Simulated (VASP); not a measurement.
# AlSi2B (P-6m2) in VASP: density of states with PBE

Aim: the density of states of AlSi2B with PBE.

All numbers are computed with VASP 6.6.1; they aren't measurements. Logs are shortened: lines on timing, memory, paths and dates and some standing lists are left out, and cuts for length are marked.

## Step 1: The cell of the first run

Symmetry: P-6m2, No. 187, hexagonal system. The conventional cell has a = 3.110 Å, b = 3.110 Å, c = 6.454 Å, α = 90.00°, β = 90.00°, γ = 120.00°. Al (site symmetry -6m2) has 6 Si at 2.74 Å and 6 Al at 3.11 Å within 3.6 Å. Within 2.8 Å of Si (site symmetry 3m) lie 3 B at 2.14 Å and 1 Si at 2.32 Å and 3 Al at 2.74 Å. Within 2.8 Å of B (site symmetry -6m2) lie 6 Si at 2.14 Å.

## Step 2: Density of states, PBE

File POSCAR:

```
AlSi2B
1.0
    3.1102359112      0.0000000000      0.0000000000
   -1.5551179556      2.6935433109      0.0000000000
    0.0000000000      0.0000000000      6.4536608904
Al Si B
1 2 1
Direct
    0.0000000000      0.0000000000      0.0000000000
    0.3333333333      0.6666666667      0.3199174046
    0.3333333333      0.6666666667      0.6800825954
    0.6666666667      0.3333333333      0.5000000000
```

File INCAR.step1:

```
SYSTEM = AlSi2B
ALGO = Normal ; EDIFF = 1E-6
ENCUT = 520 ; GGA = PE
ISIF = 2 ; ISMEAR = 0
LASPH = .TRUE. ; LCHARG = .TRUE.
LREAL = .FALSE. ; LWAVE = .FALSE.
NBANDS = 15 ; NELM = 60
PREC = Accurate ; SIGMA = 0.1
```

File KPOINTS.step1:

```
k-points
0
G
  18 18 8
  0 0 0
```

File INCAR.step2:

```
SYSTEM = AlSi2B
ALGO = Normal ; EDIFF = 1E-6
ENCUT = 520 ; GGA = PE
ICHARG = 11 ; ISIF = 2
ISMEAR = -5 ; LASPH = .TRUE.
LCHARG = .FALSE. ; LORBIT = 11
LREAL = .FALSE. ; LWAVE = .FALSE.
NEDOS = 1001 ; NELM = 60
PREC = Accurate ; SIGMA = 0.1
```

File KPOINTS.step2:

```
k-points
0
G
  27 27 12
  0 0 0
```

Potentials or basis: VASP PAW PBE potentials, release 64 (Al, Si, B).

Launch:

```console
cat potpaw_PBE.64/Al/POTCAR potpaw_PBE.64/Si/POTCAR potpaw_PBE.64/B/POTCAR > POTCAR
cp INCAR.step1 INCAR
cp KPOINTS.step1 KPOINTS
mpirun -np 1 vasp_std > vasp.out
cp INCAR.step2 INCAR
cp KPOINTS.step2 KPOINTS
mpirun -np 1 vasp_std > vasp.out
```

OUTCAR:

```text
SYSTEM = AlSi2B
   EDIFF = 1E-6
   ENCUT = 520
   GGA = PE
   ICHARG = 11
   ISIF = 2
   ISMEAR = -5
   LASPH = .TRUE.
   LORBIT = 11
   LREAL = .FALSE.
   NELM = 60
   PREC = Accurate

 ion  position               nearest neighbor table
   1  0.000  0.000  0.000-   2 2.74   3 2.74   2 2.74   3 2.74   2 2.74   3 2.74
   2  0.333  0.667  0.320-   4 2.14   4 2.14   4 2.14   3 2.32   1 2.74   1 2.74   1 2.74
   3  0.333  0.667  0.680-   4 2.14   4 2.14   4 2.14   2 2.32   1 2.74   1 2.74   1 2.74
   4  0.667  0.333  0.500-   2 2.14   3 2.14   2 2.14   3 2.14   2 2.14   3 2.14

  LATTYP: Found a hexagonal cell.
 ALAT       =     3.1102359112
 C/A-ratio  =     2.0749747205

  Lattice vectors:

 A1 = (   3.1102359112,   0.0000000000,   0.0000000000)
 A2 = (  -1.5551179556,   2.6935433109,   0.0000000000)
 A3 = (   0.0000000000,   0.0000000000,   6.4536608904)

Analysis of symmetry for initial positions (statically):
=====================================================================
 Subroutine PRICEL returns:
 Original cell was already a primitive cell.

 Routine SETGRP: Setting up the symmetry group for a
 hexagonal supercell.

 Subroutine GETGRP returns: Found 12 space group operations
 (whereof 12 operations were pure point group operations)
 out of a pool of 24 trial point group operations.

The static configuration has the point symmetry D_3h.

Analysis of symmetry for dynamics (positions and initial velocities):
=====================================================================
 Subroutine PRICEL returns:
 Original cell was already a primitive cell.

 Routine SETGRP: Setting up the symmetry group for a
 hexagonal supercell.

 Subroutine GETGRP returns: Found 12 space group operations
 (whereof 12 operations were pure point group operations)
 out of a pool of 24 trial point group operations.

The dynamic configuration has the point symmetry D_3h.

 Subroutine INISYM returns: Found 12 space group operations
 (whereof 12 operations are pure point group operations),
 and found     1 'primitive' translations

----------------------------------------------------------------------------------------

                                     Primitive cell

  volume of cell :      54.0659

  direct lattice vectors                    reciprocal lattice vectors
     3.110235911  0.000000000  0.000000000     0.321519019  0.185629092  0.000000000
    -1.555117956  2.693543311  0.000000000     0.000000000  0.371258185  0.000000000
     0.000000000  0.000000000  6.453660890     0.000000000  0.000000000  0.154950813

  length of vectors
     3.110235911  3.110235911  6.453660890     0.371258185  0.371258185  0.154950813

  position of ions in fractional coordinates (direct lattice)
     0.000000000  0.000000000  0.000000000
     0.333333333  0.666666667  0.319917405
     0.333333333  0.666666667  0.680082595
     0.666666667  0.333333333  0.500000000

  ion indices of the primitive-cell ions
   primitive index   ion index
                 1           1
                 2           2
                 3           3
                 4           4

----------------------------------------------------------------------------------------

 KPOINTS: k-points

Automatic generation of k-mesh.
 Grid dimensions read from file:
 generate k-points for:   27   27   12

 Generating k-lattice:

  Cartesian coordinates                     Fractional coordinates (reciprocal lattice)
     0.011908112  0.006875152  0.000000000     0.037037037  0.000000000  0.000000000
     0.000000000  0.013750303  0.000000000     0.000000000  0.037037037  0.000000000
     0.000000000  0.000000000  0.012912568     0.000000000  0.000000000  0.083333333

  Length of vectors
     0.013750303  0.013750303  0.012912568

  Shift w.r.t. Gamma in fractional coordinates (k-lattice)
     0.000000000  0.000000000  0.000000000

 TETIRR: Found   8868 inequivalent tetrahedra from    52488

 Subroutine IBZKPT returns following result:
 ===========================================

 Found    525 irreducible k-points:

 Following reciprocal coordinates:
            Coordinates               Weight
  0.000000  0.000000  0.000000      1.000000
  0.037037  0.000000  0.000000      6.000000
  0.074074  0.000000  0.000000      6.000000
  0.111111  0.000000  0.000000      6.000000
  0.148148  0.000000  0.000000      6.000000
  0.185185  0.000000  0.000000      6.000000
[... 16 lines left out ...]
  0.333333  0.037037  0.000000     12.000000
  0.370370  0.037037  0.000000     12.000000
 [... further k-points ...]
   k-points           NKPTS =    525   k-points in BZ     NKDIM =    525   number of bands    NBANDS=     11
   number of dos      NEDOS =   1001   number of ions     NIONS =      4
   total plane-waves  NPLWV =  27648
   dimension x,y,z NGX =    24 NGY =   24 NGZ =   48
   dimension x,y,z NGXF=    48 NGYF=   48 NGZF=   96
   ions per type =               1   2   1
   NGX,Y,Z   is equivalent  to a cutoff of  12.83, 12.83, 12.36 a.u.
   NGXF,Y,Z  is equivalent  to a cutoff of  25.66, 25.66, 24.73 a.u.
 SYSTEM =  AlSi2B
   PREC   = accura    normal or accurate (medium, high low for compatibility)
   ISTART =      0    job   : 0-new  1-cont  2-samecut
   ICHARG =     11    charge: 1-file 2-atom 10-const
   ISPIN  =      1    spin polarized calculation?
   LNONCOLLINEAR =      F non collinear calculations
   LSORBIT =      F    spin-orbit coupling
   LASPH  =      T    aspherical Exc in radial PAW
   ENCUT  =  520.0 eV  38.22 Ry    6.18 a.u.   5.78  5.78 12.00*2*pi/ulx,y,z
   NELM   =     60;   NELMIN=  2; NELMDL=  0     # of ELM steps
   EDIFF  = 0.1E-05   stopping-criterion for ELM
   LREAL  =      F    real-space projection
   EDIFFG = 0.1E-04   stopping-criterion for IOM
   NSW    =      0    number of steps for IOM
   IBRION =     -1    ionic relax: 0-MD 1-quasi-New 2-CG
   NFREE  =      0    steps in history (QN), initial steepest desc. (CG)
   ISIF   =      2    stress and relaxation
   ISYM   =      2    0-nonsym 1-usesym 2-fastsym
   POTIM  = 0.5000    time-step for ionic-motion
   TEBEG  =    0.0;   TEEND  =   0.0 temperature during run
   PSTRESS=    0.0 pullay stress
   NELECT =      14.0000    total number of electrons
   NUPDOWN=      -1.0000    fix difference up-down
   EMIN   =  10.00;   EMAX   =-10.00  energy-range for DOS
   EFERMI =   0.00;   METHOD = LEGACY
   ISMEAR =    -5;   SIGMA  =   0.10  broadening in eV -4-tet -1-fermi 0-gaus
   EFERMI_NEDOS =   21; number of points for ismear=-14 and -15
   IALGO  =     38    algorithm
   IMIX   =      4    mixing-type and parameters
     AMIX     =   0.40;   BMIX     =  1.00
     AMIX_MAG =   1.60;   BMIX_MAG =  1.00
  volume/ion in A,a.u.               =      13.52        91.21
  Fermi-wavevector in a.u.,A,eV,Ry     =   1.043461  1.971856 14.814181  1.088812
  Thomas-Fermi vector in A             =   2.178172
   LORBIT       =     11    0 simple, 1 ext, 2 COOP (PROOUT), +10 PAW based schemes
   GGA     = PE    functional components
   LHFCALC =     F    Hartree Fock is set to
   AEXX    =    0.0000 exact exchange contribution
   IVDW    =     0    specifies the selected vdW correction
   LEPSILON=     F    determine dielectric tensor
   LRPA    =     F    only Hartree local field effects (RPA)
 non-spin polarized calculation
 Fermi weights with tetrahedron method with Bloechl corrections
  energy-cutoff  :      520.00
  volume of cell :       54.07
 maximum number of plane-waves:      1474
 NGX is ok and might be reduce to    24

 number of electron      14.0000000 magnetization

 Free energy of the ion-electron system (eV)
  ---------------------------------------------------
  ext. energy  EPLUGINS =         0.00000000
  ---------------------------------------------------
  free energy    TOTEN  =       -20.05853605 eV

  energy without entropy =      -20.05853605  energy(sigma->0) =      -20.05853605

 E-fermi :   8.4839     XC(G=0): -10.7871

 val. band max:        8.5416480813   @ k =   0.2222   0.2222   0.1667
 cond. band min:       8.4622578977   @ k =   0.3333   0.3333   0.3333
 fundamental gap:     -0.0793901837
 Fermi energy:         8.4839207927

 k-point     1 :       0.0000    0.0000    0.0000
  band No.  band energies     occupation
      1      -5.6867      2.00000
      2      -1.6142      2.00000
      3      -0.6477      2.00000
      4       7.4809      2.00000
      5       8.9572      0.00000
      6       8.9572      0.00000
      7       9.1861      0.00000
      8      13.4251      0.00000
      9      13.4251      0.00000
     10      14.4088      0.00000
     11      14.9220      0.00000

 k-point     2 :       0.0370    0.0000    0.0000
  band No.  band energies     occupation
      1      -5.6617      2.00000
      2      -1.5876      2.00000
      3      -0.6218      2.00000
      4       7.4988      2.00000
      5       8.7444     -0.04210
      6       8.8893      0.00000
      7       9.2389      0.00000
      8      13.2827      0.00000
      9      13.5013      0.00000
     10      14.5981      0.00000
     11      14.6729      0.00000

 k-point     3 :       0.0741    0.0000    0.0000
  band No.  band energies     occupation
      1      -5.5866      2.00000
      2      -1.5077      2.00000
      3      -0.5440      2.00000
      4       7.5511      2.00000
      5       8.2338      2.03435
      6       8.7037     -0.22809
      7       9.3240      0.00000
      8      12.9434      0.00000
      9      13.6944      0.00000
     10      14.0087      0.00000
     11      14.5497      0.00000
[... 267 lines left out ...]
 k-point    23 :       0.3333    0.0370    0.0000
  band No.  band energies     occupation
      1      -3.4688      2.00000
      2       0.7747      2.00000
      3       1.5729      2.00000
      4       2.1596      2.00000
      5       6.2278      2.00000
      6       6.5000      2.00000
      7       7.3642      2.00000
      8       9.9012      0.00000
      9      10.9173      0.00000
     10      11.9952      0.00000
     11      12.0238      0.00000

 k-point    24 :       0.3704    0.0370    0.0000
  band No.  band energies     occupation
      1      -3.0122      2.00000
      2       1.2462      2.00000
      3       1.2853      2.00000
      4       2.2160      2.00000
      5       5.4633      2.00000
      6       6.2912      2.00000
      7       6.6312      2.00000
      8      10.1213      0.00000
      9      10.9368      0.00000
     10      11.8939      0.00000
     11      12.1494      0.00000

 [... further k-points ...]
[... 5 lines left out ...]
  --------------------------------------------------------------------------------------
  -------------------------------------------------------------------------------------
  Total        0.0334521      0.0334521     -0.0869666     -0.0000000      0.0000000     -0.0000000
  in kB        0.9913123      0.9913123     -2.5771493     -0.0000000      0.0000000     -0.0000000
  external PRESSURE =      -0.1981749 kB  Pullay stress =       0.0000000 kB

 VOLUME and BASIS-vectors are now :
 -----------------------------------------------------------------------------
  energy-cutoff  :      520.00
  volume of cell :       54.07
      direct lattice vectors                 reciprocal lattice vectors
     3.110235911  0.000000000  0.000000000     0.321519019  0.185629092  0.000000000
    -1.555117956  2.693543311  0.000000000     0.000000000  0.371258185  0.000000000
     0.000000000  0.000000000  6.453660890     0.000000000  0.000000000  0.154950813

 POSITION                                       TOTAL-FORCE (eV/Angst)
 -----------------------------------------------------------------------------------
      0.00000      0.00000      0.00000        -0.000000      0.000000      0.000000
     -0.00000      1.79570      2.06464        -0.000000      0.000000      0.083260
     -0.00000      1.79570      4.38902        -0.000000      0.000000     -0.083260
      1.55512      0.89785      3.22683         0.000000     -0.000000      0.000000
 -----------------------------------------------------------------------------------
    total drift:                               -0.000002      0.000001      0.000000

  FREE ENERGIE OF THE ION-ELECTRON SYSTEM (eV)
  ---------------------------------------------------
  free  energy   TOTEN  =       -20.0585360465 eV

  energy  without entropy=      -20.0585360465  energy(sigma->0) =      -20.05853605

 total charge

# of ion       s       p       d       tot
------------------------------------------
    1        0.445   0.306   0.000   0.750
    2        0.767   0.843   0.000   1.610
    3        0.767   0.843   0.000   1.610
    4        0.685   1.217   0.000   1.902
--------------------------------------------------
tot          2.663   3.210   0.000   5.873
```

It took 85 s on 1 thread of Intel Xeon 6975P-C (Granite Rapids), shared host; peak memory 0.44 GiB.

What came out:

* Valence electrons inside the program's atomic spheres: Al 0.75; Si 1.61; B 1.90

Levels at points of the mesh, in eV from the Fermi level:
| k point | band 4 | band 5 | band 6 | band 7 | band 8 | band 9 | band 10 | band 11 |
| --- | --- | --- | --- | --- | --- | --- | --- | --- |
| (0.00, 0.00, 0.00) | -1.00 | 0.47 | 0.47 | 0.70 | 4.94 | 4.94 | 5.92 | 6.44 |
| (0.00, 0.00, 0.50) | -5.45 | 0.49 | 0.49 | 5.03 | 5.23 | 5.23 | 5.42 | 5.69 |

Caveat: tetrahedron occupations give inexact forces and stress in metals.
